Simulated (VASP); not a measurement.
# TiSi16 (a cell with a defect) in VASP: further runs

The runs below take TiSi16 (a cell with a defect) through single point, with PBE+D3(BJ).

Program: VASP 6.6.1. These are calculated values, not measurements. Logs are shortened: lines on timing, memory, paths and dates and some standing lists are left out, and cuts for length are marked.

**1. The cell of the first run**

The cell holds a defect, 17 atoms: a = 7.679 Å, b = 7.679 Å, c = 7.679 Å, α = 60.00°, β = 60.00°, γ = 60.00°.

**2. Single point, PBE+D3(BJ)**

File INCAR:

```
SYSTEM = TiSi16
PREC = Accurate
ENCUT = 520
EDIFF = 1E-6
ISMEAR = 0
SIGMA = 0.02
LREAL = Auto
LASPH = .True.
NELM = 60
ALGO = Normal
ISIF = 2
LWAVE = .False.
LCHARG = .True.
GGA = PE
IVDW = 12
LELF = .True.
LVHAR = .True.
NBANDS = 52
```

File KPOINTS:

```
regular mesh
0
Gamma
  2 2 2
  0 0 0
```

File POSCAR:

```
TiSi16
1.0
    0.0000000000      5.4300000000      5.4300000000
    5.4300000000      0.0000000000      5.4300000000
    5.4300000000      5.4300000000      0.0000000000
Si Ti
16 1
Direct
    0.0007643629     -0.0012474428     -0.0002200922
    0.1232377648      0.1274241003      0.1219973848
   -0.0089904606      0.0024984655      0.5042324862
    0.1235612521      0.1306744307      0.6261980093
    0.0009286981      0.5007934818     -0.0001473538
    0.1221255949      0.6281121059      0.1220007113
    0.0007869806      0.5033499700      0.4927155145
    0.1240285036      0.6193565769      0.6262259913
    0.5059135293      0.0021307482     -0.0100523607
    0.6270621461      0.1322967609      0.1217062170
    0.5046042997      0.0083673393      0.5021089789
    0.6289706396      0.1207061037      0.6283202167
    0.4926093337      0.5042255663     -0.0008304359
    0.6271854236      0.6186997014      0.1221350456
    0.5051226334      0.4839096835      0.5024917391
    0.6266849193      0.6234908927      0.6257249324
    0.3775440789      0.8730370157      0.3758516156
```

Potentials or basis: VASP PAW PBE potentials, release 64 (Si, Ti_sv).

On the command line:

```sh
$ cat potpaw_PBE.64/Si/POTCAR potpaw_PBE.64/Ti_sv/POTCAR > POTCAR
$ mpirun -np 1 vasp_std > vasp.out
```

OUTCAR:

```text
SYSTEM = TiSi16
   PREC = Accurate
   ENCUT = 520
   EDIFF = 1E-6
   ISMEAR = 0
   LREAL = Auto
   LASPH = .True.
   NELM = 60
   ISIF = 2
   GGA = PE
   IVDW = 12
 IVDW          = 12

 ion  position               nearest neighbor table
   1  0.001  0.999  1.000-   6 2.32   2 2.34   4 2.34  10 2.34
   2  0.123  0.127  0.122-   1 2.34   5 2.34   3 2.40   9 2.40  17 2.76
   3  0.991  0.002  0.504-  12 2.27   2 2.40   4 2.40   8 2.40  17 2.42
   4  0.124  0.131  0.626-   7 2.34   1 2.34  11 2.39   3 2.40  17 2.76
   5  0.001  0.501  1.000-   6 2.32   2 2.34   8 2.34  14 2.34
   6  0.122  0.628  0.122-  13 2.32   1 2.32   5 2.32   7 2.32
   7  0.001  0.503  0.493-   6 2.32   4 2.34   8 2.34  16 2.35
   8  0.124  0.619  0.626-   7 2.34   5 2.34  15 2.39   3 2.40  17 2.75
   9  0.506  0.002  0.990-  12 2.27   2 2.40  10 2.40  14 2.40  17 2.42
  10  0.627  0.132  0.122-  13 2.33   1 2.34  11 2.39   9 2.40  17 2.76
  11  0.505  0.008  0.502-  12 2.28  10 2.39   4 2.39  16 2.41  17 2.44
  12  0.629  0.121  0.628-   9 2.27   3 2.27  11 2.28  15 2.28
  13  0.493  0.504  0.999-   6 2.32  10 2.33  14 2.33  16 2.34
  14  0.627  0.619  0.122-  13 2.33   5 2.34  15 2.39   9 2.40  17 2.76
  15  0.505  0.484  0.502-  12 2.28  14 2.39   8 2.39  16 2.41  17 2.44
  16  0.627  0.623  0.626-  13 2.34   7 2.35  15 2.41  11 2.41  17 2.71
  17  0.378  0.873  0.376-   9 2.42   3 2.42  11 2.44  15 2.44  16 2.71   8 2.75   4 2.76  14 2.76
                             2 2.76  10 2.76

  LATTYP: Found a face centered cubic cell.
 ALAT       =    10.8600000000

  Lattice vectors:

 A1 = (   0.0000000000,   5.4300000000,   5.4300000000)
 A2 = (   5.4300000000,   0.0000000000,   5.4300000000)
 A3 = (   5.4300000000,   5.4300000000,   0.0000000000)

Analysis of symmetry for initial positions (statically):
=====================================================================
 Subroutine PRICEL returns:
 Original cell was already a primitive cell.

 Routine SETGRP: Setting up the symmetry group for a
 face centered cubic supercell.

 Subroutine GETGRP returns: Found  1 space group operations
 (whereof  1 operations were pure point group operations)
 out of a pool of 48 trial point group operations.

The static configuration has the point symmetry C_1 .

Analysis of symmetry for dynamics (positions and initial velocities):
=====================================================================
 Subroutine PRICEL returns:
 Original cell was already a primitive cell.

 Routine SETGRP: Setting up the symmetry group for a
 face centered cubic supercell.

 Subroutine GETGRP returns: Found  1 space group operations
 (whereof  1 operations were pure point group operations)
 out of a pool of 48 trial point group operations.

The dynamic configuration has the point symmetry C_1 .

 Subroutine INISYM returns: Found  1 space group operations
 (whereof  1 operations are pure point group operations),
 and found     1 'primitive' translations

----------------------------------------------------------------------------------------

                                     Primitive cell

  volume of cell :     320.2060

  direct lattice vectors                    reciprocal lattice vectors
     0.000000000  5.430000000  5.430000000    -0.092081031  0.092081031  0.092081031
     5.430000000  0.000000000  5.430000000     0.092081031 -0.092081031  0.092081031
     5.430000000  5.430000000  0.000000000     0.092081031  0.092081031 -0.092081031

  length of vectors
     7.679179644  7.679179644  7.679179644     0.159489025  0.159489025  0.159489025

  position of ions in fractional coordinates (direct lattice)
     0.000764363  0.998752557  0.999779908
     0.123237765  0.127424100  0.121997385
     0.991009539  0.002498465  0.504232486
     0.123561252  0.130674431  0.626198009
     0.000928698  0.500793482  0.999852646
     0.122125595  0.628112106  0.122000711
[... 9 lines left out ...]
     0.626684919  0.623490893  0.625724932
     0.377544079  0.873037016  0.375851616

  ion indices of the primitive-cell ions
   primitive index   ion index
                 1           1
                 2           2
                 3           3
                 4           4
                 5           5
                 6           6
[... 9 lines left out ...]
                16          16
                17          17

----------------------------------------------------------------------------------------

 KPOINTS: regular mesh

Automatic generation of k-mesh.
 Grid dimensions read from file:
 generate k-points for:    2    2    2

 Generating k-lattice:

  Cartesian coordinates                     Fractional coordinates (reciprocal lattice)
    -0.046040516  0.046040516  0.046040516     0.500000000  0.000000000  0.000000000
     0.046040516 -0.046040516  0.046040516     0.000000000  0.500000000  0.000000000
     0.046040516  0.046040516 -0.046040516     0.000000000  0.000000000  0.500000000

  Length of vectors
     0.079744512  0.079744512  0.079744512

  Shift w.r.t. Gamma in fractional coordinates (k-lattice)
     0.000000000  0.000000000  0.000000000

 Subroutine IBZKPT returns following result:
 ===========================================

 Found      8 irreducible k-points:

 Following reciprocal coordinates:
            Coordinates               Weight
  0.000000  0.000000  0.000000      1.000000
  0.500000  0.000000  0.000000      1.000000
  0.000000  0.500000  0.000000      1.000000
  0.000000  0.000000  0.500000      1.000000
  0.500000  0.500000  0.500000      1.000000
  0.500000  0.500000  0.000000      1.000000
  0.000000  0.500000  0.500000      1.000000
  0.500000  0.000000  0.500000      1.000000
   k-points           NKPTS =      8   k-points in BZ     NKDIM =      8   number of bands    NBANDS=     52
   number of dos      NEDOS =    301   number of ions     NIONS =     17
   total plane-waves  NPLWV = 216000
   dimension x,y,z NGX =    60 NGY =   60 NGZ =   60
   dimension x,y,z NGXF=   120 NGYF=  120 NGZF=  120
   ions per type =              16   1
   NGX,Y,Z   is equivalent  to a cutoff of  12.99, 12.99, 12.99 a.u.
   NGXF,Y,Z  is equivalent  to a cutoff of  25.98, 25.98, 25.98 a.u.
 SYSTEM =  TiSi16
   PREC   = accura    normal or accurate (medium, high low for compatibility)
   ISTART =      0    job   : 0-new  1-cont  2-samecut
   ICHARG =      2    charge: 1-file 2-atom 10-const
   ISPIN  =      1    spin polarized calculation?
   LNONCOLLINEAR =      F non collinear calculations
   LSORBIT =      F    spin-orbit coupling
   LASPH  =      T    aspherical Exc in radial PAW
   ENCUT  =  520.0 eV  38.22 Ry    6.18 a.u.  14.28 14.28 14.28*2*pi/ulx,y,z
   NELM   =     60;   NELMIN=  2; NELMDL= -5     # of ELM steps
   EDIFF  = 0.1E-05   stopping-criterion for ELM
   LREAL  =      T    real-space projection
   EDIFFG = 0.1E-04   stopping-criterion for IOM
   NSW    =      0    number of steps for IOM
   IBRION =     -1    ionic relax: 0-MD 1-quasi-New 2-CG
   NFREE  =      0    steps in history (QN), initial steepest desc. (CG)
   ISIF   =      2    stress and relaxation
   ISYM   =      2    0-nonsym 1-usesym 2-fastsym
   POTIM  = 0.5000    time-step for ionic-motion
   TEBEG  =    0.0;   TEEND  =   0.0 temperature during run
   PSTRESS=    0.0 pullay stress
   NELECT =      76.0000    total number of electrons
   NUPDOWN=      -1.0000    fix difference up-down
   EMIN   =  10.00;   EMAX   =-10.00  energy-range for DOS
   EFERMI =   0.00;   METHOD = LEGACY
   ISMEAR =     0;   SIGMA  =   0.02  broadening in eV -4-tet -1-fermi 0-gaus
   EFERMI_NEDOS =   21; number of points for ismear=-14 and -15
   IALGO  =     38    algorithm
   IMIX   =      4    mixing-type and parameters
     AMIX     =   0.40;   BMIX     =  1.00
     AMIX_MAG =   1.60;   BMIX_MAG =  1.00
  volume/ion in A,a.u.               =      18.84       127.11
  Fermi-wavevector in a.u.,A,eV,Ry     =   1.013607  1.915439 13.978610  1.027399
  Thomas-Fermi vector in A             =   2.146786
   LORBIT       =      0    0 simple, 1 ext, 2 COOP (PROOUT), +10 PAW based schemes
   GGA     = PE    functional components
   LHFCALC =     F    Hartree Fock is set to
   AEXX    =    0.0000 exact exchange contribution
   IVDW    =    12    specifies the selected vdW correction
   LEPSILON=     F    determine dielectric tensor
   LRPA    =     F    only Hartree local field effects (RPA)
 non-spin polarized calculation
 Gauss-broadening in eV      SIGMA  =   0.02
  energy-cutoff  :      520.00
  volume of cell :      320.21
 maximum number of plane-waves:      8646
 NGX is ok and might be reduce to    60
   NGX = 29   NGY = 29   NGZ = 29

 number of electron      76.0000000 magnetization

 Free energy of the ion-electron system (eV)
  ---------------------------------------------------
  ext. energy  EPLUGINS =         0.00000000
  ---------------------------------------------------
  free energy    TOTEN  =       -92.20443460 eV

  energy without entropy =      -92.20045560  energy(sigma->0) =      -92.20244510

 E-fermi :   6.9123     XC(G=0):  -9.7518

 val. band max:        6.9020035435   @ k =   0.5000   0.0000   0.0000
 cond. band min:       6.9140971514   @ k =   0.0000   0.0000   0.5000
 fundamental gap:      0.0120936079
 Fermi energy:         6.9123222051

 k-point     1 :       0.0000    0.0000    0.0000
  band No.  band energies     occupation
      1     -49.8866      2.00000
      2     -26.2763      2.00000
      3     -26.2564      2.00000
      4     -26.2422      2.00000
      5      -5.7202      2.00000
      6      -3.5132      2.00000
[... 42 lines left out ...]
     49       8.1818      0.00000
     50       8.4682      0.00000

 k-point     2 :       0.5000    0.0000    0.0000
  band No.  band energies     occupation
      1     -49.8866      2.00000
      2     -26.2763      2.00000
      3     -26.2564      2.00000
      4     -26.2422      2.00000
      5      -5.0088      2.00000
      6      -4.8053      2.00000
[... 310 lines left out ...]
 k-point     8 :       0.5000    0.0000    0.5000
  band No.  band energies     occupation
      1     -49.8866      2.00000
      2     -26.2763      2.00000
      3     -26.2564      2.00000
      4     -26.2422      2.00000
      5      -4.6826      2.00000
      6      -4.6109      2.00000
[... 42 lines left out ...]
     49       9.8813      0.00000
     50      10.5531      0.00000
 [bands above 50 left out]

------------------------ aborting loop because EDIFF is reached ----------------------------------------

 Edisp (eV)   -5.83783

 E8    (eV) :    -2.4422

  FORCE on cell =-STRESS in cart. coord.  units (eV):
  Direction    XX          YY          ZZ          XY          YZ          ZX
  --------------------------------------------------------------------------------------
  -------------------------------------------------------------------------------------
  Total       1.76015     2.10157     1.77799     0.07208    -0.06259     0.21611
  in kB       8.80708    10.51537     8.89634     0.36067    -0.31318     1.08134
  external pressure =        9.41 kB  Pullay stress =        0.00 kB

 VOLUME and BASIS-vectors are now :
 -----------------------------------------------------------------------------
  energy-cutoff  :      520.00
  volume of cell :      320.21
      direct lattice vectors                 reciprocal lattice vectors
     0.000000000  5.430000000  5.430000000    -0.092081031  0.092081031  0.092081031
     5.430000000  0.000000000  5.430000000     0.092081031 -0.092081031  0.092081031
     5.430000000  5.430000000  0.000000000     0.092081031  0.092081031 -0.092081031

 POSITION                                       TOTAL-FORCE (eV/Angst)
 -----------------------------------------------------------------------------------
     10.85203      5.43296      5.42738        -0.001769      0.000722     -0.001658
      1.35436      1.33163      1.36109        -0.004113      0.012311      0.001698
      2.75155      8.11916      5.39475         0.000363      0.000624     -0.006015
      4.10982      4.07119      1.38050        -0.004718     -0.000718      0.004270
      8.14851      5.43424      2.72435         0.000412      0.000486      0.001930
      4.07311      1.32561      4.07379         0.001748      0.004818     -0.002274
[... 9 lines left out ...]
      6.78324      6.80059      6.78845        -0.001453      0.000148      0.005149
      6.78147      4.09094      6.79066         0.001366     -0.003014      0.001311
 -----------------------------------------------------------------------------------
    total drift:                                0.004558     -0.017491      0.000643

  FREE ENERGIE OF THE ION-ELECTRON SYSTEM (eV)
  ---------------------------------------------------
  free  energy   TOTEN  =       -98.0422623012 eV

  energy  without entropy=      -98.0382833013  energy(sigma->0) =      -98.04027280
```

Run time: 8.9 min. Hardware: 1 thread of Intel Xeon 8259CL, shared host; peak memory 0.49 GiB.

Results:

| Quantity | Value |
| --- | --- |
| Free energy | -98.0423 eV |
| Pressure | 0.9 GPa |
| Largest force | 0.013 eV/Å |
| Band gap on the k mesh | zero (bands 38 and 39 overlap by 0.40 eV) |
| Dispersion energy per atom | -0.343 eV |

Forces in eV/Å, atoms in the order of the input:
```
Si  -0.002  0.001 -0.002
Si  -0.004  0.012  0.002
Si   0.000  0.001 -0.006
Si  -0.005 -0.001  0.004
Si   0.000  0.000  0.002
Si   0.002  0.005 -0.002
Si   0.000  0.000  0.001
Si  -0.004 -0.004  0.003
Si  -0.004 -0.003  0.003
Si   0.001  0.002 -0.012
Si   0.000  0.000  0.003
Si   0.001 -0.003  0.002
Si   0.002  0.000 -0.002
Si   0.011 -0.001  0.000
Si   0.000 -0.005 -0.001
Si  -0.001  0.000  0.005
Ti   0.001 -0.003  0.001
```

Stress tensor (GPa, compression positive):
```
 0.88  0.04  0.11
 0.04  1.05 -0.03
 0.11 -0.03  0.89
```

Caveat: the k points lie up to 0.50 Å⁻¹ apart.

**3. Single point, PBE+D3(BJ)**

File INCAR:

```
PREC     = Accurate       # precision mode
ENCUT    = 520            # plane-wave cutoff, eV
EDIFF    = 1E-6           # SCF threshold, eV
ISMEAR   = 0              # smearing method
SIGMA    = 0.02           # smearing width, eV
LREAL    = Auto         
LASPH    = T              # aspherical terms in the spheres
NELM     = 60             # most SCF steps
ALGO     = Normal         # electronic algorithm
ISIF     = 2              # what is computed and relaxed
LWAVE    = F              # write WAVECAR
LCHARG   = F              # write CHGCAR
GGA      = PE             # functional
IVDW     = 12             # dispersion correction
NBANDS   = 52             # bands
```

File KPOINTS:

```
regular mesh
0
Gamma
  2 2 2
```

File POSCAR:

```
TiSi16
1.0
    0.0000000000      5.4300000000      5.4300000000
    5.4300000000      0.0000000000      5.4300000000
    5.4300000000      5.4300000000      0.0000000000
Si Ti
16 1
Direct
    0.0039805243     -0.0036293600     -0.0031707205
    0.1173347981      0.1210638509      0.1216703882
   -0.0058377293     -0.0021958378      0.5024614081
    0.1228190676      0.1194873846      0.6349813678
   -0.0057408572      0.5018902738     -0.0017686590
    0.1226197095      0.6344835919      0.1199997636
   -0.0020577991      0.5019429711      0.5024185045
    0.1269672906      0.6241784991      0.6245931224
    0.5019430594     -0.0018126711     -0.0011636468
    0.6409065771      0.1208111477      0.1215501916
    0.5059073807     -0.0022664466      0.5022741727
    0.6217622359      0.1316172440      0.6250370275
    0.5056965348      0.5016600695     -0.0017072277
    0.6217724445      0.6243155303      0.1321252628
    0.4975367862      0.5021564442      0.5027178017
    0.6244953766      0.6239913831      0.6245437139
    0.2519291000      1.2480567151      0.2486819393
```

Potentials or basis: VASP PAW PBE potentials, release 64 (Si, Ti_sv).

On the command line:

```sh
$ cat potpaw_PBE.64/Si/POTCAR potpaw_PBE.64/Ti_sv/POTCAR > POTCAR
$ mpirun -np 1 vasp_std > vasp.out
```

Run time: 7.5 min. Hardware: 1 thread of Intel Xeon 8259CL, shared host; peak memory 0.49 GiB.

The run converged. Its results:

* Free energy: -98.0418 eV
* Pressure: 0.9 GPa
* Largest force: 0.024 eV/Å
* Band gap on the k mesh: zero (bands 38 and 39 overlap by 0.40 eV)
* Dispersion energy per atom: -0.343 eV

Forces on the atoms (eV/Å):
```
Si   0.000 -0.001  0.000
Si  -0.002  0.000 -0.001
Si   0.004 -0.003  0.005
Si   0.006  0.004 -0.003
Si   0.003  0.002 -0.004
Si   0.006  0.000  0.004
Si  -0.003 -0.001 -0.001
Si   0.001 -0.003 -0.005
Si   0.001 -0.002 -0.001
Si  -0.002 -0.004 -0.002
Si   0.003  0.001  0.001
Si   0.001 -0.001 -0.004
Si   0.001  0.002  0.002
Si   0.002 -0.003  0.002
Si  -0.004  0.000  0.002
Si   0.006  0.003  0.002
Ti  -0.023  0.006  0.003
```

Stress tensor (GPa, compression positive):
```
1.06 0.00 0.00
0.00 0.88 0.11
0.00 0.11 0.89
```

Levels at points of the mesh, in eV from the Fermi level:
```csv
k point,band 36,band 37,band 38,band 39,band 40,band 41
"(0.00, 0.00, 0.00)",-0.97,-0.42,-0.39,-0.36,-0.11,-0.06
"(0.50, 0.00, 0.00)",-1.34,-0.25,0.04,0.06,0.45,0.45
"(0.00, 0.50, 0.00)",-1.35,-0.28,0.00,0.07,0.45,0.47
"(0.00, 0.00, 0.50)",-1.35,-0.28,0.00,0.07,0.45,0.47
"(0.50, 0.50, 0.50)",-1.35,-0.25,0.04,0.07,0.45,0.46
"(0.50, 0.50, 0.00)",-1.86,-0.69,-0.02,0.57,0.59,1.12
"(0.00, 0.50, 0.50)",-1.88,-0.70,-0.02,0.57,0.62,1.11
"(0.50, 0.00, 0.50)",-1.86,-0.69,-0.02,0.57,0.58,1.12
```

Caveat: the k points lie up to 0.50 Å⁻¹ apart.

(Part 1 of 2 ends here.)

The gap in the log of VASP goes by the Fermi energy; the results here count the filled bands.